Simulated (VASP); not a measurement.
Input of a VASP 6.6.1 run:

Contents of INCAR:

```
SYSTEM = K
PREC = Accurate ; ENCUT = 520
EDIFF = 1E-6 ; ISMEAR = 0
SIGMA = 0.2 ; LREAL = .FALSE.
LASPH = .TRUE. ; NELM = 100
ALGO = Normal ; ISIF = 2
LWAVE = .FALSE. ; LCHARG = .FALSE.
GGA = CA ; NBANDS = 10
```

File KPOINTS:

```
Automatic mesh
0
G
  9 9 9
  0 0 0
```

File POSCAR:

```
K
1.0
   -2.5241928768      2.5241928768      2.5241928768
    2.5241928768     -2.5241928768      2.5241928768
    2.5241928768      2.5241928768     -2.5241928768
K
1
Direct
    0.0000000000      0.0000000000      0.0000000000
```

Potentials or basis: VASP PAW LDA potentials, release 64 (K_sv).

Launch:

```console
$ cat potpaw_LDA.64/K_sv/POTCAR > POTCAR
$ mpirun -np 1 vasp_std > vasp.out
```

(1) What does it give for the pressure?

(2) Estimate the band gap on the k mesh.

Results:

(1) 0.0 GPa.

(2) zero (an odd number of electrons rules out a gap without spin polarisation).
